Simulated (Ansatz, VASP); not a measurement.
**One calculation of HfPdSe4, two programs**

INCAR

```
SYSTEM = HfPdSe4
PREC = Accurate
ENCUT = 520
EDIFF = 1E-6
ISMEAR = 0
SIGMA = 0.1
LREAL = .FALSE.
LASPH = .TRUE.
NELM = 60
ALGO = Normal
ISIF = 2
LWAVE = .FALSE.
LCHARG = .TRUE.
GGA = PE
LELF = .TRUE.
LVHAR = .TRUE.
NBANDS = 31
```

KPOINTS

```
regular mesh
0
G
  4 4 4
  0 0 0
```

File POSCAR:

```
HfPdSe4
1.0
   -3.4395121600      3.4395121600      2.7584129300
    3.4395121600     -3.4395121600      2.7584129300
    3.4395121600      3.4395121600     -2.7584129300
Hf Pd Se
1 1 4
Direct
    0.5000000000      0.5000000000      0.0000000000
    0.0000000000      0.0000000000      0.0000000000
    0.9129716200      0.4129716200      0.8259432300
    0.5870283800      0.0870283800      0.1740567700
    0.0870283800      0.9129716200      0.5000000000
    0.4129716200      0.5870283800      0.5000000000
```

Input for Ansatz:

```yaml
crystal:
  lattice:
    - [-3.43951216, 3.43951216, 2.75841293]
    - [3.43951216, -3.43951216, 2.75841293]
    - [3.43951216, 3.43951216, -2.75841293]
  atoms:
    - { symbol: Hf, position: [0.5, 0.5, 0.0] }
    - { symbol: Pd, position: [0.0, 0.0, 0.0] }
    - { symbol: Se, position: [0.91297162, 0.41297162, 0.82594323] }
    - { symbol: Se, position: [0.58702838, 0.08702838, 0.17405677] }
    - { symbol: Se, position: [0.08702838, 0.91297162, 0.5] }
    - { symbol: Se, position: [0.41297162, 0.58702838, 0.5] }
basis:
  ecutwfc: 420
kpoints:
  mp_grid: { grid: [4, 4, 4] }
hamiltonian:
  xc: pbe
scf:
  occupations: { method: gaussian, width: 0.1 }
  lower_state_search: "off"
output:
  forces: true
  stress: true
  eigenvalues: true
```

Change from the starting cell: species swapped into the MnFeSn4 type (I422, No. 97).

Alike in both runs: task single point; functional PBE; k mesh 4 × 4 × 4; occupations gaussian, width 0.1 eV; no spin polarisation.

```csv
,VASP,Ansatz
version,VASP 6.6.1,Ansatz 0.2.0
potentials or method,"VASP PAW PBE potentials, release 64 (Hf_pv, Pd, Se), cutoff 520 eV","scalar-relativistic, plane waves, PAW"
valence electrons in the cell,44,108
```

|  | VASP | Ansatz | Ansatz less VASP |
| --- | --- | --- | --- |
| gap on the k mesh at the Fermi level (eV) | none | none | - |
| pressure (GPa) | -5.8 | -5.6 | +0.25 |
| traceless stress, the component that is largest in VASP (GPa) | 6.57 | 6.64 | +0.072 |
| rms of the force components (eV/Å) | 0.005 | 0.011 | +0.0059 |

Atom by atom the forces differ by 0.006 eV/Å (rms over components). A gap of «none» marks a metal or a gap that the smearing closes. VASP's potentials hold 44 valence electrons a cell and Ansatz's 108, so a difference there can come from the potentials and not from the codes.

The k mesh is coarse, so the values compare programs but aren't converged. Neither program's run includes spin-orbit coupling.
